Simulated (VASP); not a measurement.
# CdSnO2 (P-3m1) in VASP: relaxation of cell and atoms with PBE

Aim: the relaxation of cell and atoms of CdSnO2 with PBE.

Program: VASP 6.6.1. These are calculated values, not measurements. Logs are shortened: lines on timing, memory, paths and dates and some standing lists are left out, and cuts for length are marked.

## 1. The cell of the first run

It takes space group P-3m1 (No. 164, trigonal). The conventional cell has a = 3.411 Å, b = 3.411 Å, c = 6.098 Å, α = 90.00°, β = 90.00°, γ = 120.00°. Within 3.2 Å of Cd (site symmetry -3m) lie 6 O at 2.41 Å and 2 Sn at 3.05 Å. Within 3.5 Å of Sn (site symmetry -3m) lie 6 O at 2.57 Å and 2 Cd at 3.05 Å and 6 Sn at 3.41 Å. O (site symmetry 3m) has 3 Cd at 2.41 Å and 3 Sn at 2.57 Å within 3.2 Å.

## 2. Relaxation of cell and atoms, PBE

Contents of INCAR:

```
ALGO = Normal
EDIFF = 1E-6
EDIFFG = -0.01
ENCUT = 600
GGA = PE
IBRION = 2
ISIF = 3
ISMEAR = 0
LASPH = T
LCHARG = F
LREAL = F
LWAVE = F
NELM = 80
NSW = 100
PREC = Accurate
SIGMA = 0.1
```

Contents of KPOINTS:

```
k-points
0
Gamma
  15 15 8
```

Contents of POSCAR:

```
CdSnO2
1.0
    3.4107081718      0.0000000000      0.0000000000
   -1.7053540859      2.9537599217      0.0000000000
    0.0000000000      0.0000000000      6.0975437077
Cd Sn O
1 1 2
Direct
    0.0000000000      0.0000000000      0.5000000000
    0.0000000000      0.0000000000      0.0000000000
    0.3333333333      0.6666666667      0.7285651619
    0.6666666667      0.3333333333      0.2714348381
```

Potentials or basis: VASP PAW PBE potentials, release 64 (Cd, Sn_d, O).

On the command line:

```sh
cat potpaw_PBE.64/Cd/POTCAR potpaw_PBE.64/Sn_d/POTCAR potpaw_PBE.64/O/POTCAR > POTCAR
mpirun -np 1 vasp_std > vasp.out
```

OUTCAR:

```text
EDIFF = 1E-6
   EDIFFG = -0.01
   ENCUT = 600
   GGA = PE
   IBRION = 2
   ISIF = 3
   ISMEAR = 0
   LASPH = T
   LREAL = F
   NELM = 80
   NSW = 100
   PREC = Accurate

 ion  position               nearest neighbor table
   1  0.000  0.000  0.500-   3 2.41   4 2.41   4 2.41   3 2.41   4 2.41   3 2.41   2 3.05   2 3.05

   2  0.000  0.000  0.000-   3 2.57   4 2.57   4 2.57   3 2.57   4 2.57   3 2.57   1 3.05   1 3.05

   3  0.333  0.667  0.729-   1 2.41   1 2.41   1 2.41   2 2.57   2 2.57   2 2.57
   4  0.667  0.333  0.271-   1 2.41   1 2.41   1 2.41   2 2.57   2 2.57   2 2.57

  LATTYP: Found a hexagonal cell.
 ALAT       =     3.4107081718
 C/A-ratio  =     1.7877647106

  Lattice vectors:

 A1 = (   3.4107081718,   0.0000000000,   0.0000000000)
 A2 = (  -1.7053540859,   2.9537599217,   0.0000000000)
 A3 = (   0.0000000000,   0.0000000000,   6.0975437077)

Analysis of symmetry for initial positions (statically):
=====================================================================
 Subroutine PRICEL returns:
 Original cell was already a primitive cell.

 Routine SETGRP: Setting up the symmetry group for a
 hexagonal supercell.

 Subroutine GETGRP returns: Found 12 space group operations
 (whereof 12 operations were pure point group operations)
 out of a pool of 24 trial point group operations.

The static configuration has the point symmetry D_3d.

Analysis of symmetry for dynamics (positions and initial velocities):
=====================================================================
 Subroutine PRICEL returns:
 Original cell was already a primitive cell.

 Routine SETGRP: Setting up the symmetry group for a
 hexagonal supercell.

 Subroutine GETGRP returns: Found 12 space group operations
 (whereof 12 operations were pure point group operations)
 out of a pool of 24 trial point group operations.

The dynamic configuration has the point symmetry D_3d.

 Subroutine INISYM returns: Found 12 space group operations
 (whereof 12 operations are pure point group operations),
 and found     1 'primitive' translations

----------------------------------------------------------------------------------------

                                     Primitive cell

  volume of cell :      61.4292

  direct lattice vectors                    reciprocal lattice vectors
     3.410708172  0.000000000  0.000000000     0.293194243  0.169275775  0.000000000
[... 98 lines left out ...]
   POTIM  = 0.5000    time-step for ionic-motion
   TEBEG  =    0.0;   TEEND  =   0.0 temperature during run
   PSTRESS=    0.0 pullay stress
   NELECT =      38.0000    total number of electrons
   NUPDOWN=      -1.0000    fix difference up-down
   EMIN   =  10.00;   EMAX   =-10.00  energy-range for DOS
   EFERMI =   0.00;   METHOD = LEGACY
   ISMEAR =     0;   SIGMA  =   0.10  broadening in eV -4-tet -1-fermi 0-gaus
   EFERMI_NEDOS =   21; number of points for ismear=-14 and -15
   IALGO  =     38    algorithm
   IMIX   =      4    mixing-type and parameters
     AMIX     =   0.40;   BMIX     =  1.00
     AMIX_MAG =   1.60;   BMIX_MAG =  1.00
  volume/ion in A,a.u.               =      15.36       103.64
  Fermi-wavevector in a.u.,A,eV,Ry     =   1.394904  2.635987 26.473652  1.945759
  Thomas-Fermi vector in A             =   2.518408
   LORBIT       =      0    0 simple, 1 ext, 2 COOP (PROOUT), +10 PAW based schemes
   GGA     = PE    functional components
   LHFCALC =     F    Hartree Fock is set to
   AEXX    =    0.0000 exact exchange contribution
   IVDW    =     0    specifies the selected vdW correction
   LEPSILON=     F    determine dielectric tensor
   LRPA    =     F    only Hartree local field effects (RPA)
 conjugate gradient relaxation of ions
 non-spin polarized calculation
 Gauss-broadening in eV      SIGMA  =   0.10
  energy-cutoff  :      600.00
  volume of cell :       61.43
 maximum number of plane-waves:      2072
   NGX = 13   NGY = 13   NGZ = 25

--------------------------------------- Ionic step        1  -------------------------------------------

 number of electron      37.9999998 magnetization

 Free energy of the ion-electron system (eV)
  ---------------------------------------------------
  ext. energy  EPLUGINS =         0.00000000
  ---------------------------------------------------
  free energy    TOTEN  =       -17.71758939 eV

  energy without entropy =      -17.71683214  energy(sigma->0) =      -17.71721076

------------------------ aborting loop because EDIFF is reached ----------------------------------------

  FORCE on cell =-STRESS in cart. coord.  units (eV):
  Direction    XX          YY          ZZ          XY          YZ          ZX
  --------------------------------------------------------------------------------------
  -------------------------------------------------------------------------------------
  Total        0.0845134      0.0845134      0.2095189      0.0000000     -0.0000000      0.0000000
  in kB        2.2042524      2.2042524      5.4646103      0.0000000     -0.0000000      0.0000000
  external PRESSURE =       3.2910384 kB  Pullay stress =       0.0000000 kB
[... 215 lines left out ...]
--------------------------------------- Ionic step        7  -------------------------------------------

 number of electron      37.9999998 magnetization

 Free energy of the ion-electron system (eV)
  ---------------------------------------------------
  ext. energy  EPLUGINS =         0.00000000
  ---------------------------------------------------
  free energy    TOTEN  =       -17.71792290 eV

  energy without entropy =      -17.71714577  energy(sigma->0) =      -17.71753434

 E-fermi :   4.9561     XC(G=0): -10.9245

 val. band max:        4.8828385847   @ k =   0.0000   0.3333   0.2500
 cond. band min:       4.9699628188   @ k =   0.0667   0.0000   0.5000
 fundamental gap:      0.0871242341
 Fermi energy:         4.9561109146

 k-point     1 :       0.0000    0.0000    0.0000
  band No.  band energies     occupation
      1     -16.3993      2.00000
      2     -16.3957      2.00000
      3     -16.3957      2.00000
      4     -16.2742      2.00000
      5     -16.2742      2.00000
      6     -12.9595      2.00000
[... 613 lines left out ...]
     22       9.2767      0.00000
     23       9.5278      0.00000

 [... further k-points ...]

------------------------ aborting loop because EDIFF is reached ----------------------------------------

  FORCE on cell =-STRESS in cart. coord.  units (eV):
  Direction    XX          YY          ZZ          XY          YZ          ZX
  --------------------------------------------------------------------------------------
  -------------------------------------------------------------------------------------
  Total       -0.0069233     -0.0069233     -0.0236112      0.0000000     -0.0000000      0.0000000
  in kB       -0.1800619     -0.1800619     -0.6140785      0.0000000     -0.0000000      0.0000000
  external PRESSURE =      -0.3247341 kB  Pullay stress =       0.0000000 kB
[... 19 lines left out ...]
  FREE ENERGIE OF THE ION-ELECTRON SYSTEM (eV)
  ---------------------------------------------------
  free  energy   TOTEN  =       -17.7179229030 eV

  energy  without entropy=      -17.7171457709  energy(sigma->0) =      -17.71753434

 reached required accuracy - stopping structural energy minimisation
```

OSZICAR:

```text
N       E                     dE             d eps       ncg     rms          rms(c)
DAV:   1     0.415037858329E+03    0.41504E+03   -0.21482E+04  9052   0.247E+03
DAV:   2     0.269168576797E+02   -0.38812E+03   -0.37770E+03  9477   0.617E+02
DAV:   3    -0.200950930627E+02   -0.47012E+02   -0.46198E+02 10765   0.179E+02
[... 48 lines left out ...]
DAV:   1    -0.177179957209E+02   -0.91572E-04   -0.23569E-02  8832   0.120E+00    0.807E-02
DAV:   2    -0.177179524986E+02    0.43222E-04   -0.64726E-04 10631   0.250E-01    0.332E-02
DAV:   3    -0.177179291137E+02    0.23385E-04   -0.36152E-05 10762   0.834E-02    0.193E-02
DAV:   4    -0.177179231184E+02    0.59953E-05   -0.12293E-05 12361   0.380E-02    0.652E-03
DAV:   5    -0.177179229030E+02    0.21539E-06   -0.14517E-06  6006   0.139E-02
   7 F= -.17717923E+02 E0= -.17717534E+02  d E =-.732710E-04
```

CONTCAR:

```text
CdSnO2
   1.00000000000000
     3.4111220665567541    0.0000000000000000    0.0000000000000000
    -1.7055610332783770    2.9541183650738518   -0.0000000000000000
     0.0000000000000000    0.0000000000000000    6.1133438950954870
  Cd              Sn              O
     1     1     2
Direct
     0.0000000000000000    0.0000000000000000    0.5000000000000000
     0.0000000000000000    0.0000000000000000    0.0000000000000000
     0.3333333332999970    0.6666666667000030    0.7291461635703946
     0.6666666667000030    0.3333333332999970    0.2708538364296055

  0.00000000E+00  0.00000000E+00  0.00000000E+00
  0.00000000E+00  0.00000000E+00  0.00000000E+00
  0.00000000E+00  0.00000000E+00  0.00000000E+00
  0.00000000E+00  0.00000000E+00  0.00000000E+00
```

Wall time 19 min (1 thread of Intel Xeon 8259CL, shared host); peak memory 0.47 GiB.

What came out:

- Free energy: -17.7179 eV
- Relaxed volume: 15.40 Å³/atom
- Relaxed cell: a = 3.411 Å, b = 3.411 Å, c = 6.113 Å, α = 90.00°, β = 90.00°, γ = 120.00°
- Space group after relaxing (to 0.1 Å): P-3m1 (No. 164)
- Energy gained by relaxing: 0.1 meV/atom
- Ionic steps: 7
- Pressure after relaxing: 0.0 GPa
- Band gap on the k mesh: zero (bands 19 and 20 overlap by 0.22 eV)

Step by step:
```csv
step,energy change (eV),largest force (eV/Å),pressure (GPa),volume (Å³)
1,0.0000,0.0278,0.33,61.43
2,-0.0002,0.0193,-0.18,61.71
3,-0.0003,0.0220,-0.04,61.62
4,-0.0003,0.0217,-0.05,61.63
5,-0.0003,0.0214,-0.08,61.64
6,-0.0003,0.0117,-0.05,61.62
7,-0.0003,0.0014,-0.03,61.60
```

Final structure:
```
Cd Sn O
1.0
     3.41112    0.00000    0.00000
    -1.70556    2.95412    0.00000
     0.00000    0.00000    6.11334
Cd Sn O
1 1 2
Direct
  0.00000 0.00000 0.50000
  0.00000 0.00000 0.00000
  0.33333 0.66667 0.72915
  0.66667 0.33333 0.27085
```

Levels at points of the mesh, in eV from the Fermi level:
| k point | band 17 | band 18 | band 19 | band 20 | band 21 | band 22 |
| --- | --- | --- | --- | --- | --- | --- |
| (0.00, 0.00, 0.00) | -2.18 | -1.55 | -1.55 | 1.35 | 3.32 | 7.11 |
| (0.00, 0.00, 0.50) | -1.64 | -1.64 | -0.81 | -0.29 | 5.83 | 6.04 |

Caveat: semilocal functionals underestimate gaps, so a narrow gap can read as zero; spin-orbit coupling is left out, which moves the levels of the heavy elements.
